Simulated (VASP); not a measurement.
Input of a VASP 6.6.1 run:

File INCAR:

```
SYSTEM = BaF2
ALGO     = Normal         ! electronic algorithm
EDIFF    = 1E-8           ! SCF threshold, eV
ENCUT    = 600            ! plane-wave cutoff, eV
GGA      = PS             ! functional
GGA_COMPAT= .False.      
IBRION   = 8              ! ionic algorithm
ISIF     = 2              ! what is computed and relaxed
ISMEAR   = 0              ! smearing method
LASPH    = .True.         ! aspherical terms in the spheres
LCHARG   = .False.        ! write CHGCAR
LEPSILON = .True.         ! dielectric tensor by DFPT
LREAL    = .False.        ! projectors in reciprocal space
LWAVE    = .False.        ! write WAVECAR
NELM     = 120            ! most SCF steps
NSW      = 1              ! ionic steps
PREC     = Accurate       ! precision mode
SIGMA    = 0.01           ! smearing width, eV
```

The input KPOINTS:

```
k-points
0
Gamma
  6 6 6
  0 0 0
```

POSCAR

```
BaF2
1.0
    0.0000000000      3.0687122097      3.0687122097
    3.0687122097      0.0000000000      3.0687122097
    3.0687122097      3.0687122097      0.0000000000
Ba F
1 2
Direct
    0.0000000000      0.0000000000      0.0000000000
    0.2500000000      0.2500000000      0.2500000000
    0.7500000000      0.7500000000      0.7500000000
```

Potentials or basis: VASP PAW PBE potentials, release 64 (Ba_sv, F).

Run with:

```console
$ cat potpaw_PBE.64/Ba_sv/POTCAR potpaw_PBE.64/F/POTCAR > POTCAR
$ mpirun -np 1 vasp_std > vasp.out
```

Question: What does it give for the electronic dielectric tensor (diagonal)?

Answer: 2.41.

Question: Predict the Born charges (mean of the diagonal).

Answer: Ba +2.60; F -1.30 e.

Question: Estimate the highest phonon frequency at Γ, LO-TO splitting left out.

Answer: 253 cm⁻¹.

Electronic dielectric tensor:
```
2.41 0.00 0.00
0.00 2.41 0.00
0.00 0.00 2.41
```

Caveat: the cell stands under pressure or tension, which shifts response properties.
